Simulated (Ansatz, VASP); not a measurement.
## Sn2PbO3: VASP beside Ansatz

```
CELL_PARAMETERS angstrom
3.92329 0.00000 0.00000
0.00000 3.92329 0.00000
0.00000 0.00000 15.16850
ATOMIC_POSITIONS crystal
Sn 0.50000 0.00000 0.58361
Sn 0.00000 0.50000 0.73381
Sn 0.00000 0.50000 0.41639
Sn 0.50000 0.00000 0.26619
Pb 0.50000 0.00000 0.91842
Pb 0.00000 0.50000 0.08158
O 0.50000 0.50000 0.65878
O 0.00000 0.00000 0.65878
O 0.50000 0.50000 0.00000
O 0.00000 0.00000 0.00000
O 0.00000 0.00000 0.34122
O 0.50000 0.50000 0.34122
```

Alike in both runs: task relaxation of cell and atoms; functional PBE; k mesh 8 × 8 × 2; occupations gaussian, width 0.02 eV; no spin polarisation.

```csv
,VASP,Ansatz
version,VASP 6.6.1,Ansatz 0.2.0
potentials or method,"VASP PAW PBE potentials, release 64 (Sn_d, Pb_d, O), cutoff 600 eV","scalar-relativistic, plane waves, PAW"
valence electrons in the cell,120,120
```

Ansatz gave:

- gap on the k mesh at the Fermi level, each at its own relaxed structure (eV): 0.95
- relaxed volume (Å³/atom): 20.39
- relaxed length of the cell vector where the two differ most in proportion (Å): 15.885

Task: Which values does VASP return?

Result: gap on the k mesh at the Fermi level, each at its own relaxed structure (eV): 0.91; relaxed volume (Å³/atom): 20.20; relaxed length of the cell vector where the two differ most in proportion (Å): 15.733.

Spin-orbit coupling is off throughout.
